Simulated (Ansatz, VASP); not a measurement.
## Two plane-wave programs on WC

Contents of INCAR:

```
  PREC = Accurate
  ENCUT = 520
  EDIFF = 1E-6
  ISMEAR = 0
  SIGMA = 0.15
  LREAL = False
  LASPH = True
  NELM = 60
  ALGO = Normal
  ISIF = 2
  LWAVE = False
  LCHARG = False
  GGA = PS
  NBANDS = 36
```

The input KPOINTS:

```
regular mesh
0
Gamma
  23 23 7
```

File POSCAR:

```
WC
1.0
   -2.8984136670      0.0000000000      0.0000000000
   -1.4492068335     -2.5100998663      0.0000000000
    0.0000000000      0.0000000000      9.2328357108
W C
3 3
Direct
    0.0000000000      0.0000000000      0.8421888570
    0.0000000000      0.0000000000      0.2296767335
    0.0000000000      0.0000000000      0.5359327953
    0.6666666667      0.6666666667      0.0765487026
    0.6666666667      0.6666666667      0.3828047644
    0.6666666667      0.6666666667      0.6890608261
```

Input for Ansatz:

```yaml
crystal:
  lattice:
    - [-2.898413667, 0.0, 0.0]
    - [-1.4492068335, -2.5100998663, 0.0]
    - [0.0, 0.0, 9.2328357108]
  atoms:
    - { symbol: W, position: [0.0, 0.0, 0.842188857] }
    - { symbol: W, position: [0.0, 0.0, 0.2296767335] }
    - { symbol: W, position: [0.0, 0.0, 0.5359327953] }
    - { symbol: C, position: [0.6666666667, 0.6666666667, 0.0765487026] }
    - { symbol: C, position: [0.6666666667, 0.6666666667, 0.3828047644] }
    - { symbol: C, position: [0.6666666667, 0.6666666667, 0.6890608261] }
basis:
  ecutwfc: 420
kpoints:
  mp_grid: { grid: [23, 23, 7] }
hamiltonian:
  xc: pbesol
scf:
  occupations: { method: gaussian, width: 0.15 }
output:
  forces: true
  stress: true
  eigenvalues: true
```

Alike in both runs: task single point; functional PBEsol; k mesh 23 × 23 × 7; occupations gaussian, width 0.15 eV; no spin polarisation.

|  | VASP | Ansatz |
| --- | --- | --- |
| version | VASP 6.6.1 | Ansatz 0.2.0 |
| potentials or method | VASP PAW PBE potentials, release 64 (W_sv, C), cutoff 520 eV | scalar-relativistic, plane waves, PAW |
| valence electrons in the cell | 54 | 54 |

Ansatz gave:

```
gap on the k mesh at the Fermi level (eV)                     : none
pressure (GPa)                                                : -14.7
traceless stress, the component that is largest in VASP (GPa) : -20.36
rms of the force components (eV/Å)                            : 1.269
```

Question: Estimate VASP's values.

Answer: gap on the k mesh at the Fermi level (eV): none; pressure (GPa): -13.8; traceless stress, the component that is largest in VASP (GPa): -20.26; rms of the force components (eV/Å): 1.280.

VASP's potentials were made for PBE, not for PBEsol. Atom by atom the forces differ by 0.016 eV/Å (rms over components). A gap of «none» marks a metal or a gap that the smearing closes. With one functional, cell and mesh, what is left measures potentials, basis and numerics.

Spin-orbit coupling is off throughout.
